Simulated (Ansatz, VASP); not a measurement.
# Sn2GeN2: VASP beside Ansatz

```
CELL_PARAMETERS angstrom
3.26111 -4.46609 0.00000
3.26111 4.46609 0.00000
0.00000 0.00000 8.88872
ATOMIC_POSITIONS crystal
Sn 0.00000 0.00000 0.23459
Sn 0.00000 0.00000 0.76541
Sn 0.20244 0.79756 0.50000
Sn 0.79756 0.20244 0.50000
Ge 0.80002 0.19998 0.00000
Ge 0.19998 0.80002 0.00000
N 0.50000 0.50000 0.30256
N 0.50000 0.50000 0.69744
N 0.50000 0.50000 0.82288
N 0.50000 0.50000 0.17712
```

Alike in both runs: functional PBE; k mesh 6 × 6 × 4; occupations gaussian, width 0.1 eV; no spin polarisation.

Ansatz relaxed the structure, and its values are those at the end. VASP's run is a single point on that final structure, the one shown.

|  | VASP | Ansatz |
| --- | --- | --- |
| version | VASP 6.6.1 | Ansatz 0.2.0 |
| potentials or method | VASP PAW PBE potentials, release 64 (Sn_d, Ge_d, N), cutoff 520 eV | scalar-relativistic, plane waves, PAW |
| valence electrons in the cell | 104 | 104 |

|  | VASP | Ansatz | Ansatz less VASP |
| --- | --- | --- | --- |
| gap on the k mesh at the Fermi level (eV) | none | none | - |
| pressure (GPa) | 0.6 | 0.0 | -0.58 |
| rms of the force components (eV/Å) | 0.537 | 0.002 | -0.5346 |

A gap of «none» marks a metal or a gap that the smearing closes. The functional is the same, so the differences come from potentials, cutoffs and numerics.

Noted on VASP's run: the standard files for N, O and F lose accuracy on very short bonds.
